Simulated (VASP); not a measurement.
# Ti3Al3Cu2 (P4/mmm) in VASP: notebook

The runs below take Ti3Al3Cu2 through single point, with PBE.

Everything below comes from runs of VASP 6.6.1. Logs are shortened: lines on timing, memory, paths and dates and some standing lists are left out, and cuts for length are marked.

## 1. The cell of the first run

Symmetry: P4/mmm, No. 123, tetragonal system. The conventional cell has a = 2.833 Å, b = 2.833 Å, c = 14.544 Å, α = 90.00°, β = 90.00°, γ = 90.00°. Within 3.5 Å of Ti (site symmetry 4/mmm) lie 8 Cu at 2.69 Å and 4 Ti at 2.83 Å and 2 Al at 3.35 Å. Within 3.7 Å of Ti (site symmetry 4mm) lie 8 Al at 2.80 Å and 4 Ti at 2.83 Å and 1 Cu at 3.52 Å. Within 3.4 Å of Al (site symmetry 4mm) lie 4 Cu at 2.54 Å and 5 Ti at 2.80 to 3.35 Å and 4 Al at 2.83 Å. Within 3.7 Å of Al (site symmetry 4/mmm) lie 8 Ti at 2.80 Å and 4 Al at 2.83 Å. Within 3.3 Å of Cu (site symmetry 4mm) lie 4 Al at 2.54 Å and 4 Ti at 2.69 Å and 4 Cu at 2.83 Å.

## 2. Single point, PBE, collinear spin (14.59 Å³/atom)

The input, INCAR:

```
ALGO = Normal
EDIFF = 1E-7
ENCUT = 520
GGA = PE
ISIF = 2
ISMEAR = 0
ISPIN = 2
LASPH = T
LCHARG = F
LMAXMIX = 4
LORBIT = 11
LREAL = F
LWAVE = F
MAGMOM = 0.62 0 0 0 0 0 0 0
NBANDS = 48
NELM = 150
PREC = Accurate
SIGMA = 0.1
```

The input, KPOINTS:

```
k-points
0
Gamma
  12 12 2
```

The input, POSCAR:

```
Ti3Al3Cu2
1.0
    2.8328803568      0.0000000000      0.0000000000
    0.0000000000      2.8328803568      0.0000000000
    0.0000000000      0.0000000000     14.5441583486
Ti Al Cu
3 3 2
Direct
    0.0000000000      0.0000000000      0.5000000000
    0.5000000000      0.5000000000      0.8650288182
    0.5000000000      0.5000000000      0.1349711818
    0.0000000000      0.0000000000      0.2699291388
    0.0000000000      0.0000000000      0.7300708612
    0.0000000000      0.0000000000      0.0000000000
    0.5000000000      0.5000000000      0.6230209828
    0.5000000000      0.5000000000      0.3769790172
```

Potentials or basis: VASP PAW PBE potentials, release 64 (Ti_sv, Al, Cu).

Started as:

```
cat potpaw_PBE.64/Ti_sv/POTCAR potpaw_PBE.64/Al/POTCAR potpaw_PBE.64/Cu/POTCAR > POTCAR
mpirun -np 1 vasp_std > vasp.out
```

OUTCAR:

```text
EDIFF = 1E-7
   ENCUT = 520
   GGA = PE
   ISIF = 2
   ISMEAR = 0
   ISPIN = 2
   LASPH = T
   LORBIT = 11
   LREAL = F
   NELM = 150
   PREC = Accurate

 ion  position               nearest neighbor table
   1  0.000  0.000  0.500-   7 2.69   8 2.69   7 2.69   8 2.69   7 2.69   8 2.69   7 2.69   8 2.69

   2  0.500  0.500  0.865-   5 2.80   5 2.80   5 2.80   5 2.80   6 2.80   6 2.80   6 2.80   6 2.80

   3  0.500  0.500  0.135-   4 2.80   4 2.80   4 2.80   4 2.80   6 2.80   6 2.80   6 2.80   6 2.80

   4  0.000  0.000  0.270-   8 2.54   8 2.54   8 2.54   8 2.54   3 2.80   3 2.80   3 2.80   3 2.80

   5  0.000  0.000  0.730-   7 2.54   7 2.54   7 2.54   7 2.54   2 2.80   2 2.80   2 2.80   2 2.80

   6  0.000  0.000  0.000-   2 2.80   3 2.80   2 2.80   3 2.80   2 2.80   3 2.80   2 2.80   3 2.80

   7  0.500  0.500  0.623-   5 2.54   5 2.54   5 2.54   5 2.54   1 2.69   1 2.69   1 2.69   1 2.69

   8  0.500  0.500  0.377-   4 2.54   4 2.54   4 2.54   4 2.54   1 2.69   1 2.69   1 2.69   1 2.69

  LATTYP: Found a simple tetragonal cell.
 ALAT       =     2.8328803568
 C/A-ratio  =     5.1340531603

  Lattice vectors:

 A1 = (   2.8328803568,   0.0000000000,   0.0000000000)
 A2 = (   0.0000000000,   2.8328803568,   0.0000000000)
 A3 = (   0.0000000000,   0.0000000000,  14.5441583486)

Analysis of symmetry for initial positions (statically):
=====================================================================
 Subroutine PRICEL returns:
 Original cell was already a primitive cell.

 Routine SETGRP: Setting up the symmetry group for a
 simple tetragonal supercell.

 Subroutine GETGRP returns: Found 16 space group operations
 (whereof 16 operations were pure point group operations)
 out of a pool of 16 trial point group operations.

The static configuration has the point symmetry D_4h.

Analysis of symmetry for dynamics (positions and initial velocities):
=====================================================================
 Subroutine PRICEL returns:
 Original cell was already a primitive cell.

 Routine SETGRP: Setting up the symmetry group for a
 simple tetragonal supercell.

 Subroutine GETGRP returns: Found 16 space group operations
 (whereof 16 operations were pure point group operations)
 out of a pool of 16 trial point group operations.

The dynamic configuration has the point symmetry D_4h.

Analysis of structural, dynamic, and magnetic symmetry:
=====================================================================
 Subroutine PRICEL returns:
 Original cell was already a primitive cell.

 Routine SETGRP: Setting up the symmetry group for a
 simple tetragonal supercell.

 Subroutine GETGRP returns: Found 16 space group operations
 (whereof 16 operations were pure point group operations)
 out of a pool of 16 trial point group operations.

The overall configuration has the point symmetry D_4h.

 Subroutine INISYM returns: Found 16 space group operations
 (whereof 16 operations are pure point group operations),
 and found     1 'primitive' translations

----------------------------------------------------------------------------------------

                                     Primitive cell

  volume of cell :     116.7199

  direct lattice vectors                    reciprocal lattice vectors
     2.832880357  0.000000000  0.000000000     0.352997612  0.000000000  0.000000000
     0.000000000  2.832880357  0.000000000     0.000000000  0.352997612  0.000000000
     0.000000000  0.000000000 14.544158349     0.000000000  0.000000000  0.068756127

  length of vectors
     2.832880357  2.832880357 14.544158349     0.352997612  0.352997612  0.068756127

  position of ions in fractional coordinates (direct lattice)
     0.000000000  0.000000000  0.500000000
     0.500000000  0.500000000  0.865028818
     0.500000000  0.500000000  0.134971182
     0.000000000  0.000000000  0.269929139
     0.000000000  0.000000000  0.730070861
     0.000000000  0.000000000  0.000000000
     0.500000000  0.500000000  0.623020983
     0.500000000  0.500000000  0.376979017

  ion indices of the primitive-cell ions
   primitive index   ion index
                 1           1
                 2           2
                 3           3
                 4           4
                 5           5
                 6           6
                 7           7
                 8           8

----------------------------------------------------------------------------------------

 KPOINTS: k-points

Automatic generation of k-mesh.
 Grid dimensions read from file:
 generate k-points for:   12   12    2

 Generating k-lattice:

  Cartesian coordinates                     Fractional coordinates (reciprocal lattice)
     0.029416468  0.000000000  0.000000000     0.083333333  0.000000000  0.000000000
     0.000000000  0.029416468  0.000000000     0.000000000  0.083333333  0.000000000
     0.000000000  0.000000000  0.034378064     0.000000000  0.000000000  0.500000000

  Length of vectors
     0.029416468  0.029416468  0.034378064

  Shift w.r.t. Gamma in fractional coordinates (k-lattice)
     0.000000000  0.000000000  0.000000000

 Subroutine IBZKPT returns following result:
 ===========================================

 Found     56 irreducible k-points:

 Following reciprocal coordinates:
            Coordinates               Weight
  0.000000  0.000000  0.000000      1.000000
  0.083333  0.000000  0.000000      4.000000
  0.166667  0.000000  0.000000      4.000000
  0.250000  0.000000  0.000000      4.000000
  0.333333  0.000000  0.000000      4.000000
  0.416667  0.000000  0.000000      4.000000
[... 16 lines left out ...]
  0.333333  0.333333  0.000000      4.000000
  0.416667  0.333333  0.000000      8.000000
 [... further k-points ...]
   k-points           NKPTS =     56   k-points in BZ     NKDIM =     56   number of bands    NBANDS=     48
   number of dos      NEDOS =    301   number of ions     NIONS =      8
   total plane-waves  NPLWV =  62208
   dimension x,y,z NGX =    24 NGY =   24 NGZ =  108
   dimension x,y,z NGXF=    48 NGYF=   48 NGZF=  216
   ions per type =               3   3   2
   NGX,Y,Z   is equivalent  to a cutoff of  14.08, 14.08, 12.34 a.u.
   NGXF,Y,Z  is equivalent  to a cutoff of  28.17, 28.17, 24.69 a.u.
 SYSTEM =  unknown system
   PREC   = accura    normal or accurate (medium, high low for compatibility)
   ISTART =      0    job   : 0-new  1-cont  2-samecut
   ICHARG =      2    charge: 1-file 2-atom 10-const
   ISPIN  =      2    spin polarized calculation?
   LNONCOLLINEAR =      F non collinear calculations
   LSORBIT =      F    spin-orbit coupling
   LASPH  =      T    aspherical Exc in radial PAW
   ENCUT  =  520.0 eV  38.22 Ry    6.18 a.u.   5.27  5.27 27.04*2*pi/ulx,y,z
   NELM   =    150;   NELMIN=  2; NELMDL= -5     # of ELM steps
   EDIFF  = 0.1E-06   stopping-criterion for ELM
   LREAL  =      F    real-space projection
   EDIFFG = 0.1E-05   stopping-criterion for IOM
   NSW    =      0    number of steps for IOM
   IBRION =     -1    ionic relax: 0-MD 1-quasi-New 2-CG
   NFREE  =      0    steps in history (QN), initial steepest desc. (CG)
   ISIF   =      2    stress and relaxation
   ISYM   =      2    0-nonsym 1-usesym 2-fastsym
   POTIM  = 0.5000    time-step for ionic-motion
   TEBEG  =    0.0;   TEEND  =   0.0 temperature during run
   PSTRESS=    0.0 pullay stress
   NELECT =      67.0000    total number of electrons
   NUPDOWN=      -1.0000    fix difference up-down
   EMIN   =  10.00;   EMAX   =-10.00  energy-range for DOS
   EFERMI =   0.00;   METHOD = LEGACY
   ISMEAR =     0;   SIGMA  =   0.10  broadening in eV -4-tet -1-fermi 0-gaus
   EFERMI_NEDOS =   21; number of points for ismear=-14 and -15
   IALGO  =     38    algorithm
   IMIX   =      4    mixing-type and parameters
     AMIX     =   0.40;   BMIX     =  1.00
     AMIX_MAG =   1.60;   BMIX_MAG =  1.00
  volume/ion in A,a.u.               =      14.59        98.46
  Fermi-wavevector in a.u.,A,eV,Ry     =   1.360561  2.571088 25.186108  1.851127
  Thomas-Fermi vector in A             =   2.487213
   LORBIT       =     11    0 simple, 1 ext, 2 COOP (PROOUT), +10 PAW based schemes
   GGA     = PE    functional components
   LHFCALC =     F    Hartree Fock is set to
   AEXX    =    0.0000 exact exchange contribution
   IVDW    =     0    specifies the selected vdW correction
   LEPSILON=     F    determine dielectric tensor
   LRPA    =     F    only Hartree local field effects (RPA)
 spin polarized calculation
 Gauss-broadening in eV      SIGMA  =   0.10
  energy-cutoff  :      520.00
  volume of cell :      116.72
 maximum number of plane-waves:      3208
 NGX is ok and might be reduce to    24
   NGX = 11   NGY = 11   NGZ = 55

 number of electron      66.9999984 magnetization       0.7370702

 Free energy of the ion-electron system (eV)
  ---------------------------------------------------
  ext. energy  EPLUGINS =         0.00000000
  ---------------------------------------------------
  free energy    TOTEN  =       -44.68013526 eV

  energy without entropy =      -44.65637967  energy(sigma->0) =      -44.66825746

 E-fermi :   8.7146     XC(G=0): -11.5352

 val. band max:        8.7094912061   @ k =   0.3333   0.0000   0.5000
 cond. band min:       8.7155383202   @ k =   0.2500   0.1667   0.0000
 fundamental gap:      0.0060471140
 Fermi energy:         8.7146115680

 spin component 1

 k-point     1 :       0.0000    0.0000    0.0000
  band No.  band energies     occupation
      1     -48.4169      1.00000
      2     -47.8662      1.00000
      3     -47.8657      1.00000
      4     -24.6547      1.00000
      5     -24.4406      1.00000
      6     -24.4406      1.00000
[... 37 lines left out ...]
     44      11.9952      0.00000
     45      12.0054      0.00000
[... 1063 lines left out ...]
      5     -24.7360      1.00000
      6     -24.5634      1.00000
[... 37 lines left out ...]
     44      11.6048      0.00000
     45      12.2302      0.00000

 [... further k-points ...]

 spin component 2

 k-point     1 :       0.0000    0.0000    0.0000
  band No.  band energies     occupation
      1     -47.9034      1.00000
      2     -47.8639      1.00000
      3     -47.8634      1.00000
      4     -24.2969      1.00000
      5     -24.2871      1.00000
      6     -24.2743      1.00000
[... 37 lines left out ...]
     44      11.9940      0.00000
     45      12.0042      0.00000
[... 1063 lines left out ...]
      5     -24.2176      1.00000
      6     -24.2163      1.00000
[... 37 lines left out ...]
     44      11.9620      0.00000
     45      12.3619      0.00000

 [... further k-points ...]

 [bands above 45 left out]

------------------------ aborting loop because EDIFF is reached ----------------------------------------

  FORCE on cell =-STRESS in cart. coord.  units (eV):
  Direction    XX          YY          ZZ          XY          YZ          ZX
  --------------------------------------------------------------------------------------
  -------------------------------------------------------------------------------------
  Total        2.8419199      2.8419199      2.8468048      0.0000000     -0.0000000     -0.0000000
  in kB       39.0101263     39.0101263     39.0771792      0.0000000     -0.0000000     -0.0000000
  external PRESSURE =      39.0324773 kB  Pullay stress =       0.0000000 kB

 VOLUME and BASIS-vectors are now :
 -----------------------------------------------------------------------------
  energy-cutoff  :      520.00
  volume of cell :      116.72
      direct lattice vectors                 reciprocal lattice vectors
     2.832880357  0.000000000  0.000000000     0.352997612  0.000000000  0.000000000
     0.000000000  2.832880357  0.000000000     0.000000000  0.352997612  0.000000000
     0.000000000  0.000000000 14.544158349     0.000000000  0.000000000  0.068756127

 POSITION                                       TOTAL-FORCE (eV/Angst)
 -----------------------------------------------------------------------------------
      0.00000      0.00000      7.27208         0.000000     -0.000000      0.000000
      1.41644      1.41644     12.58112        -0.000000      0.000000     -0.002275
      1.41644      1.41644      1.96304         0.000000      0.000000      0.002275
      0.00000      0.00000      3.92589         0.000000     -0.000000     -0.013393
      0.00000      0.00000     10.61827         0.000000     -0.000000      0.013393
      0.00000      0.00000      0.00000         0.000000     -0.000000      0.000000
      1.41644      1.41644      9.06132         0.000000      0.000000     -0.003288
      1.41644      1.41644      5.48284         0.000000      0.000000      0.003288
 -----------------------------------------------------------------------------------
    total drift:                                0.000000     -0.000000      0.000000

  FREE ENERGIE OF THE ION-ELECTRON SYSTEM (eV)
  ---------------------------------------------------
  free  energy   TOTEN  =       -44.6801352601 eV

  energy  without entropy=      -44.6563796652  energy(sigma->0) =      -44.66825746

 total charge

# of ion       s       p       d       tot
------------------------------------------
    1        2.209   6.136   1.891  10.236
    2        2.205   6.122   1.986  10.312
    3        2.205   6.122   1.986  10.312
    4        0.405   0.414   0.000   0.819
    5        0.405   0.414   0.000   0.819
    6        0.417   0.426   0.000   0.842
    7        0.512   0.454   9.118  10.084
    8        0.512   0.454   9.118  10.084
--------------------------------------------------
tot          8.870  20.541  24.099  53.509

 magnetization (x)

# of ion       s       p       d       tot
------------------------------------------
    1        0.010   0.019   0.531   0.559
    2        0.000  -0.000   0.003   0.003
    3        0.000  -0.000   0.003   0.003
    4       -0.001  -0.001   0.000  -0.001
    5       -0.001  -0.001   0.000  -0.001
    6       -0.000  -0.001   0.000  -0.001
    7       -0.004   0.003   0.021   0.020
    8       -0.004   0.003   0.021   0.020
--------------------------------------------------
tot          0.002   0.021   0.577   0.600
```

Run time: 26 min. Hardware: 1 thread of Oxide Virtual Turin-like, shared host; peak memory 0.56 GiB.

What came out:

```
Free energy                                           : -44.6801 eV
Pressure                                              : 3.9 GPa
Largest force                                         : 0.013 eV/Å
Net moment                                            : 0.74 μB per cell
Site moments                                          : Ti +0.56, +0.00 (each value once); Al -0.00; Cu +0.02 μB
Valence electrons inside the program's atomic spheres : Ti 10.24, 10.31 (each value once); Al 0.82, 0.84 (each value once); Cu 10.08
```

Forces on the atoms (eV/Å):
```
Ti   0.000  0.000  0.000
Ti   0.000  0.000 -0.002
Ti   0.000  0.000  0.002
Al   0.000  0.000 -0.013
Al   0.000  0.000  0.013
Al   0.000  0.000  0.000
Cu   0.000  0.000 -0.003
Cu   0.000  0.000  0.003
```

Levels at points of the mesh, in eV from the Fermi level:
Spin up:
```tsv
k point	band 29	band 30	band 31	band 32	band 33	band 34	band 35	band 36	band 37	band 38
(0.00, 0.00, 0.00)	-2.07	-1.15	-0.85	-0.74	-0.53	0.58	1.37	1.78	1.78	1.83
(0.50, 0.00, 0.00)	-2.29	-1.76	-1.63	-1.39	-1.06	-0.72	-0.59	-0.32	1.58	1.68
(0.50, 0.50, 0.00)	-1.72	-0.88	-0.88	-0.48	-0.48	-0.31	0.46	1.46	1.62	1.62
(0.00, 0.00, 0.50)	-1.44	-1.15	-0.86	-0.84	-0.74	0.60	1.41	1.75	1.75	1.88
(0.50, 0.00, 0.50)	-2.32	-1.71	-1.53	-1.43	-1.28	-0.59	-0.57	-0.35	1.58	1.68
(0.50, 0.50, 0.50)	-1.58	-1.56	-1.56	-0.31	0.41	0.41	0.47	0.48	0.48	1.53
```
Spin down:
| k point | band 31 | band 32 | band 33 | band 34 | band 35 | band 36 |
| --- | --- | --- | --- | --- | --- | --- |
| (0.00, 0.00, 0.00) | -0.73 | -0.33 | -0.02 | 0.59 | 1.66 | 1.77 |
| (0.50, 0.00, 0.00) | -1.50 | -1.39 | -0.94 | -0.67 | -0.29 | 0.26 |
| (0.50, 0.50, 0.00) | -0.86 | -0.40 | -0.40 | -0.30 | 0.47 | 1.65 |
| (0.00, 0.00, 0.50) | -0.73 | -0.64 | -0.02 | 0.63 | 1.69 | 1.77 |
| (0.50, 0.00, 0.50) | -1.43 | -1.36 | -1.21 | -0.49 | -0.33 | 0.26 |
| (0.50, 0.50, 0.50) | -1.50 | -0.30 | 0.45 | 0.45 | 0.47 | 0.56 |

Caveat: the cell stands under pressure.

## 3. Single point, PBE, collinear spin

This run uses another cell than the first one, of 15.04 Å³/atom.

The input, INCAR:

```
PREC = Accurate
ENCUT = 520
EDIFF = 1E-6
ISMEAR = 0
SIGMA = 0.1
LREAL = False
LASPH = True
NELM = 150
ALGO = Normal
ISIF = 2
LWAVE = False
LCHARG = True
ISPIN = 2
MAGMOM = 1 1 -1 0 0 0 1 -1
LORBIT = 11
LMAXMIX = 4
GGA = PE
LELF = True
LVHAR = True
NBANDS = 48
```

The input, KPOINTS:

```
Automatic mesh
0
Gamma
  12 12 2
```

The input, POSCAR:

```
Ti3Al3Cu2
1.0
    2.8614750704      0.0000000000      0.0000000000
    0.0000000000      2.8614750704      0.0000000000
    0.0000000000      0.0000000000     14.6958054111
Ti Al Cu
3 3 2
Direct
    0.0000000000      0.0000000000      0.5000000000
    0.5000000000      0.5000000000      0.8647386399
    0.5000000000      0.5000000000      0.1352613601
    0.0000000000      0.0000000000      0.2702969017
    0.0000000000      0.0000000000      0.7297030983
    0.0000000000      0.0000000000      0.0000000000
    0.5000000000      0.5000000000      0.6226563071
    0.5000000000      0.5000000000      0.3773436929
```

Potentials or basis: VASP PAW PBE potentials, release 64 (Ti_sv, Al, Cu).

Started as:

```
cat potpaw_PBE.64/Ti_sv/POTCAR potpaw_PBE.64/Al/POTCAR potpaw_PBE.64/Cu/POTCAR > POTCAR
mpirun -np 1 vasp_std > vasp.out
```

It took 28 min on 1 thread of Oxide Virtual Turin-like, shared host; peak memory 0.58 GiB.

It converged, with:

| Property | Result |
| --- | --- |
| Free energy | -44.7253 eV |
| Pressure | 0.1 GPa |
| Largest force | 0.015 eV/Å |
| Net moment | 0.75 μB per cell |
| Site moments | Ti +0.58, +0.00 (each value once); Al -0.00; Cu +0.02 μB |
| Valence electrons inside the program's atomic spheres | Ti 10.20, 10.27 (each value once); Al 0.80, 0.83 (each value once); Cu 10.05 |

Forces in eV/Å, atoms in the order of the input:
```
Ti   0.000  0.000  0.000
Ti   0.000  0.000  0.005
Ti   0.000  0.000 -0.005
Al   0.000  0.000 -0.015
Al   0.000  0.000  0.015
Al   0.000  0.000  0.000
Cu   0.000  0.000 -0.005
Cu   0.000  0.000  0.005
```

Levels at points of the mesh, in eV from the Fermi level:
Spin up:
| k point | band 31 | band 32 | band 33 | band 34 | band 35 | band 36 |
| --- | --- | --- | --- | --- | --- | --- |
| (0.00, 0.00, 0.00) | -0.81 | -0.71 | -0.52 | 0.54 | 1.33 | 1.72 |
| (0.50, 0.00, 0.00) | -1.60 | -1.39 | -1.08 | -0.70 | -0.58 | -0.31 |
| (0.50, 0.50, 0.00) | -0.87 | -0.45 | -0.45 | -0.27 | 0.47 | 1.36 |
| (0.00, 0.00, 0.50) | -0.85 | -0.81 | -0.71 | 0.55 | 1.36 | 1.69 |
| (0.50, 0.00, 0.50) | -1.49 | -1.42 | -1.28 | -0.58 | -0.57 | -0.34 |
| (0.50, 0.50, 0.50) | -1.51 | -0.27 | 0.42 | 0.42 | 0.45 | 0.45 |
Spin down:
```csv
k point,band 30,band 31,band 32,band 33,band 34,band 35,band 36,band 37
"(0.00, 0.00, 0.00)",-0.80,-0.70,-0.32,0.03,0.54,1.63,1.71,1.71
"(0.50, 0.00, 0.00)",-1.69,-1.47,-1.39,-0.95,-0.64,-0.28,0.29,1.63
"(0.50, 0.50, 0.00)",-0.85,-0.85,-0.37,-0.37,-0.27,0.47,1.52,1.65
"(0.00, 0.00, 0.50)",-0.80,-0.70,-0.65,0.03,0.59,1.66,1.71,1.71
"(0.50, 0.00, 0.50)",-1.65,-1.42,-1.32,-1.21,-0.49,-0.32,0.29,1.63
"(0.50, 0.50, 0.50)",-1.45,-1.45,-0.27,0.46,0.46,0.48,0.54,0.54
```

(Part 1 of 2 ends here.)
